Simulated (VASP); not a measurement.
# Cr (Im-3m) in VASP: single point with PBE

Aim: the single point of Cr with PBE.

All numbers are computed with VASP 6.6.1; they aren't measurements. Logs are shortened: lines on timing, memory, paths and dates and some standing lists are left out, and cuts for length are marked.

## (1) The cell of the first run

The structure is cubic, space group Im-3m (No. 229). The conventional cell has a = 2.852 Å, b = 2.852 Å, c = 2.852 Å, α = 90.00°, β = 90.00°, γ = 90.00°. Within 3.3 Å of Cr (site symmetry m-3m) lie 14 Cr at 2.47 to 2.85 Å.

## (2) Single point, PBE, collinear spin, antiferromagnetic start

Input file INCAR:

```
SYSTEM = Cr
PREC     = Accurate       ! precision mode
ENCUT    = 520            ! plane-wave cutoff, eV
EDIFF    = 1E-6           ! SCF threshold, eV
ISMEAR   = -1             ! smearing method
SIGMA    = 0.01           ! smearing width, eV
LREAL    = .False.        ! projectors in reciprocal space
LASPH    = .True.         ! aspherical terms in the spheres
NELM     = 150            ! most SCF steps
ALGO     = Normal         ! electronic algorithm
ISIF     = 2              ! what is computed and relaxed
LWAVE    = .False.        ! write WAVECAR
LCHARG   = .False.        ! write CHGCAR
ISPIN    = 2              ! spin polarisation
MAGMOM   = 1.5 -1.5       ! initial moments
LORBIT   = 11             ! projections on sites
LMAXMIX  = 4              ! l up to which the mixer works
GGA      = PE             ! functional
NBANDS   = 23             ! bands
```

Input file KPOINTS:

```
Automatic mesh
0
Gamma
  16 16 16
  0 0 0
```

Input file POSCAR:

```
Cr
1.0
    2.8516301334      0.0000000000      0.0000000000
    0.0000000000      2.8516301334      0.0000000000
    0.0000000000      0.0000000000      2.8516301334
Cr
2
Direct
    0.0000000000      0.0000000000      0.0000000000
    0.5000000000      0.5000000000      0.5000000000
```

Potentials or basis: VASP PAW PBE potentials, release 64 (Cr_pv).

Run with:

```console
$ cat potpaw_PBE.64/Cr_pv/POTCAR > POTCAR
$ mpirun -np 1 vasp_std > vasp.out
```

OUTCAR:

```text
SYSTEM = Cr
   PREC = Accurate
   ENCUT = 520
   EDIFF = 1E-6
   ISMEAR = -1
   LREAL = .False.
   LASPH = .True.
   NELM = 150
   ISIF = 2
   ISPIN = 2
   LORBIT = 11
   GGA = PE

 ion  position               nearest neighbor table
   1  0.000  0.000  0.000-   2 2.47   2 2.47   2 2.47   2 2.47   2 2.47   2 2.47   2 2.47   2 2.47

   2  0.500  0.500  0.500-   1 2.47   1 2.47   1 2.47   1 2.47   1 2.47   1 2.47   1 2.47   1 2.47

  LATTYP: Found a simple cubic cell.
 ALAT       =     2.8516301334

  Lattice vectors:

 A1 = (   2.8516301334,   0.0000000000,   0.0000000000)
 A2 = (   0.0000000000,   2.8516301334,   0.0000000000)
 A3 = (   0.0000000000,   0.0000000000,   2.8516301334)

Analysis of symmetry for initial positions (statically):
=====================================================================
 Subroutine PRICEL returns following result:

  LATTYP: Found a body centered cubic cell.
 ALAT       =     2.8516301334

  Lattice vectors:

 A1 = (   1.4258150667,   1.4258150667,  -1.4258150667)
 A2 = (  -1.4258150667,   1.4258150667,   1.4258150667)
 A3 = (   1.4258150667,  -1.4258150667,   1.4258150667)

   2 primitive cells build up your supercell.

 Routine SETGRP: Setting up the symmetry group for a
 simple cubic supercell.

 Subroutine GETGRP returns: Found 48 space group operations
 (whereof 48 operations were pure point group operations)
 out of a pool of 48 trial point group operations.

The static configuration has the point symmetry O_h .

Analysis of symmetry for dynamics (positions and initial velocities):
=====================================================================
 Subroutine PRICEL returns following result:

  LATTYP: Found a body centered cubic cell.
 ALAT       =     2.8516301334

  Lattice vectors:

 A1 = (   1.4258150667,   1.4258150667,  -1.4258150667)
 A2 = (  -1.4258150667,   1.4258150667,   1.4258150667)
 A3 = (   1.4258150667,  -1.4258150667,   1.4258150667)

   2 primitive cells build up your supercell.

 Routine SETGRP: Setting up the symmetry group for a
 simple cubic supercell.

 Subroutine GETGRP returns: Found 48 space group operations
 (whereof 48 operations were pure point group operations)
 out of a pool of 48 trial point group operations.

The dynamic configuration has the point symmetry O_h .

Analysis of structural, dynamic, and magnetic symmetry:
=====================================================================
 Subroutine PRICEL returns following result:

  LATTYP: Found a body centered cubic cell.
 ALAT       =     2.8516301334

  Lattice vectors:

 A1 = (   1.4258150667,   1.4258150667,  -1.4258150667)
 A2 = (  -1.4258150667,   1.4258150667,   1.4258150667)
 A3 = (   1.4258150667,  -1.4258150667,   1.4258150667)

   2 primitive cells build up your supercell.

 Routine SETGRP: Setting up the symmetry group for a
 simple cubic supercell.

 Subroutine GETGRP returns: Found 48 space group operations
 (whereof 48 operations were pure point group operations)
 out of a pool of 48 trial point group operations.

The overall configuration has the point symmetry O_h .

 Subroutine INISYM returns: Found 48 space group operations
 (whereof 48 operations are pure point group operations),
 and found     2 'primitive' translations

----------------------------------------------------------------------------------------

                                     Primitive cell

  volume of cell :      11.5944

  direct lattice vectors                    reciprocal lattice vectors
     1.425815067  1.425815067 -1.425815067     0.350676614  0.350676614  0.000000000
    -1.425815067  1.425815067  1.425815067    -0.000000000  0.350676614  0.350676614
     1.425815067 -1.425815067  1.425815067     0.350676614  0.000000000  0.350676614

  length of vectors
     2.469584138  2.469584138  2.469584138     0.495931624  0.495931624  0.495931624

  position of ions in fractional coordinates (direct lattice)
     0.000000000  0.000000000  0.000000000

  ion indices of the primitive-cell ions
   primitive index   ion index
                 1           1

----------------------------------------------------------------------------------------

 KPOINTS: Automatic mesh

Automatic generation of k-mesh.
 Grid dimensions read from file:
 generate k-points for:   16   16   16

 Generating k-lattice:

  Cartesian coordinates                     Fractional coordinates (reciprocal lattice)
     0.021917288  0.000000000  0.000000000     0.062500000  0.000000000  0.000000000
     0.000000000  0.021917288  0.000000000     0.000000000  0.062500000  0.000000000
     0.000000000  0.000000000  0.021917288     0.000000000  0.000000000  0.062500000

  Length of vectors
     0.021917288  0.021917288  0.021917288

  Shift w.r.t. Gamma in fractional coordinates (k-lattice)
     0.000000000  0.000000000  0.000000000

 Subroutine IBZKPT returns following result:
 ===========================================

 Found    165 irreducible k-points:

 Following reciprocal coordinates:
            Coordinates               Weight
  0.000000  0.000000  0.000000      1.000000
  0.062500  0.000000  0.000000      6.000000
  0.125000  0.000000  0.000000      6.000000
  0.187500  0.000000  0.000000      6.000000
  0.250000  0.000000  0.000000      6.000000
  0.312500  0.000000  0.000000      6.000000
[... 16 lines left out ...]
  0.437500  0.125000  0.000000     24.000000
  0.500000  0.125000  0.000000     12.000000
 [... further k-points ...]
   k-points           NKPTS =    165   k-points in BZ     NKDIM =    165   number of bands    NBANDS=     23
   number of dos      NEDOS =    301   number of ions     NIONS =      2
   total plane-waves  NPLWV =  13824
   dimension x,y,z NGX =    24 NGY =   24 NGZ =   24
   dimension x,y,z NGXF=    48 NGYF=   48 NGZF=   48
   ions per type =               2
   NGX,Y,Z   is equivalent  to a cutoff of  13.99, 13.99, 13.99 a.u.
   NGXF,Y,Z  is equivalent  to a cutoff of  27.98, 27.98, 27.98 a.u.
 SYSTEM =  Cr
   PREC   = accura    normal or accurate (medium, high low for compatibility)
   ISTART =      0    job   : 0-new  1-cont  2-samecut
   ICHARG =      2    charge: 1-file 2-atom 10-const
   ISPIN  =      2    spin polarized calculation?
   LNONCOLLINEAR =      F non collinear calculations
   LSORBIT =      F    spin-orbit coupling
   LASPH  =      T    aspherical Exc in radial PAW
   ENCUT  =  520.0 eV  38.22 Ry    6.18 a.u.   5.30  5.30  5.30*2*pi/ulx,y,z
   NELM   =    150;   NELMIN=  2; NELMDL= -5     # of ELM steps
   EDIFF  = 0.1E-05   stopping-criterion for ELM
   LREAL  =      F    real-space projection
[... 7 lines left out ...]
   TEBEG  =    0.0;   TEEND  =   0.0 temperature during run
   PSTRESS=    0.0 pullay stress
   NELECT =      24.0000    total number of electrons
   NUPDOWN=      -1.0000    fix difference up-down
   EMIN   =  10.00;   EMAX   =-10.00  energy-range for DOS
   EFERMI =   0.00;   METHOD = LEGACY
   ISMEAR =    -1;   SIGMA  =   0.01  broadening in eV -4-tet -1-fermi 0-gaus
   EFERMI_NEDOS =   21; number of points for ismear=-14 and -15
   IALGO  =     38    algorithm
   IMIX   =      4    mixing-type and parameters
     AMIX     =   0.40;   BMIX     =  1.00
     AMIX_MAG =   1.60;   BMIX_MAG =  1.00
  volume/ion in A,a.u.               =      11.59        78.24
  Fermi-wavevector in a.u.,A,eV,Ry     =   1.655968  3.129327 37.310323  2.742231
  Thomas-Fermi vector in A             =   2.743974
   LORBIT       =     11    0 simple, 1 ext, 2 COOP (PROOUT), +10 PAW based schemes
   GGA     = PE    functional components
   LHFCALC =     F    Hartree Fock is set to
   AEXX    =    0.0000 exact exchange contribution
   IVDW    =     0    specifies the selected vdW correction
   LEPSILON=     F    determine dielectric tensor
   LRPA    =     F    only Hartree local field effects (RPA)
 spin polarized calculation
  energy-cutoff  :      520.00
  volume of cell :       23.19
 maximum number of plane-waves:       647
 NGX is ok and might be reduce to    24
   NGX = 11   NGY = 11   NGZ = 11

 number of electron      23.9999984 magnetization       0.0000000

 number of electron      23.9999984 magnetization      -0.0000000

 Free energy of the ion-electron system (eV)
  ---------------------------------------------------
  ext. energy  EPLUGINS =         0.00000000
  ---------------------------------------------------
  free energy    TOTEN  =       -19.05725151 eV

  energy without entropy =      -19.05700848  energy(sigma->0) =      -19.05713000

 E-fermi :  10.8796     XC(G=0): -13.6356

 val. band max:       10.8594170300   @ k =   0.3750   0.0000   0.0000
 cond. band min:      10.8804134344   @ k =   0.5000   0.4375   0.1250
 fundamental gap:      0.0209964043
 Fermi energy:        10.8796381383

 spin component 1

 k-point     1 :       0.0000    0.0000    0.0000
  band No.  band energies     occupation
      1     -32.6209      1.00000
      2     -32.6209      1.00000
      3     -32.6209      1.00000
      4     -31.4231      1.00000
      5     -31.4231      1.00000
      6     -31.4231      1.00000
[... 15 lines left out ...]
     22      21.5091      0.00000
     23      28.2628      0.00000
[... 575 lines left out ...]
      1     -32.7223      1.00000
      2     -32.5796      1.00000
      3     -32.5212      1.00000
      4     -31.6483      1.00000
      5     -31.4991      1.00000
      6     -31.4985      1.00000
[... 15 lines left out ...]
     22      26.3328      0.00000
     23      29.4578      0.00000

 [... further k-points ...]

 spin component 2

 k-point     1 :       0.0000    0.0000    0.0000
  band No.  band energies     occupation
      1     -32.6209      1.00000
      2     -32.6209      1.00000
      3     -32.6209      1.00000
      4     -31.4231      1.00000
      5     -31.4231      1.00000
      6     -31.4231      1.00000
[... 15 lines left out ...]
     22      21.5091      0.00000
     23      28.2628      0.00000
[... 575 lines left out ...]
      1     -32.7223      1.00000
      2     -32.5796      1.00000
      3     -32.5212      1.00000
      4     -31.6483      1.00000
      5     -31.4991      1.00000
      6     -31.4985      1.00000
[... 15 lines left out ...]
     22      26.3328      0.00000
     23      29.4578      0.00000

 [... further k-points ...]

------------------------ aborting loop because EDIFF is reached ----------------------------------------

  FORCE on cell =-STRESS in cart. coord.  units (eV):
  Direction    XX          YY          ZZ          XY          YZ          ZX
  --------------------------------------------------------------------------------------
  -------------------------------------------------------------------------------------
  Total        0.4158913      0.4158913      0.4158913     -0.0000000      0.0000000      0.0000000
  in kB       28.7349757     28.7349757     28.7349757     -0.0000000      0.0000000      0.0000000
  external PRESSURE =      28.7349757 kB  Pullay stress =       0.0000000 kB

 VOLUME and BASIS-vectors are now :
 -----------------------------------------------------------------------------
  energy-cutoff  :      520.00
  volume of cell :       23.19
      direct lattice vectors                 reciprocal lattice vectors
     2.851630133  0.000000000  0.000000000     0.350676614  0.000000000  0.000000000
     0.000000000  2.851630133  0.000000000     0.000000000  0.350676614  0.000000000
     0.000000000  0.000000000  2.851630133     0.000000000  0.000000000  0.350676614

 POSITION                                       TOTAL-FORCE (eV/Angst)
 -----------------------------------------------------------------------------------
      0.00000      0.00000      0.00000         0.000000      0.000000      0.000000
      1.42582      1.42582      1.42582        -0.000000     -0.000000     -0.000000
 -----------------------------------------------------------------------------------
    total drift:                                0.000000      0.000000     -0.000000

  FREE ENERGIE OF THE ION-ELECTRON SYSTEM (eV)
  ---------------------------------------------------
  free  energy   TOTEN  =       -19.0572515137 eV

  energy  without entropy=      -19.0570084813  energy(sigma->0) =      -19.05713000

 total charge

# of ion       s       p       d       tot
------------------------------------------
    1        0.439   6.401   4.213  11.053
    2        0.439   6.401   4.213  11.053
--------------------------------------------------
tot          0.878  12.802   8.426  22.106

 magnetization (x)

# of ion       s       p       d       tot
------------------------------------------
    1        0.013   0.007   1.003   1.023
    2       -0.013  -0.007  -1.003  -1.023
--------------------------------------------------
tot         -0.000   0.000   0.000  -0.000
```

It used 230 s of CPU time on 1 thread of AMD EPYC 7R13 Processor (Zen 3), with other jobs on the host.

What came out:

| Property | Result |
| --- | --- |
| Free energy | -19.0573 eV |
| Pressure | 2.9 GPa |
| Band gap on the k mesh | zero (filled and empty bands overlap) |
| Net moment | 0.00 μB per cell |
| Site moments | Cr +1.02, -1.02 μB |
| Valence electrons inside the program's atomic spheres | Cr 11.05 |

Levels at points of the mesh, in eV from the Fermi level:
Spin up:
| k point | band 9 | band 10 | band 11 | band 12 | band 13 | band 14 | band 15 | band 16 |
| --- | --- | --- | --- | --- | --- | --- | --- | --- |
| (0.00, 0.00, 0.00) | -4.23 | -0.87 | -0.87 | -0.87 | 1.28 | 1.28 | 2.65 | 2.65 |
| (0.50, 0.00, 0.00) | -2.04 | -1.35 | -0.76 | -0.76 | 0.18 | 0.18 | 0.27 | 1.33 |
| (0.50, 0.50, 0.00) | -2.38 | -2.38 | 1.16 | 1.16 | 1.16 | 1.18 | 1.38 | 2.01 |
| (0.50, 0.50, 0.50) | -2.55 | -1.91 | -1.91 | -1.91 | 1.24 | 1.24 | 2.07 | 2.07 |
Spin down:
```
           k point  band 10  band 11  band 12  band 13  band 14  band 15
(0.00, 0.00, 0.00)    -0.87    -0.87    -0.87     1.28     1.28     2.65
(0.50, 0.00, 0.00)    -1.35    -0.76    -0.76     0.18     0.18     0.27
(0.50, 0.50, 0.00)    -2.38     1.16     1.16     1.16     1.18     1.38
(0.50, 0.50, 0.50)    -1.91    -1.91    -1.91     1.24     1.24     2.07
```
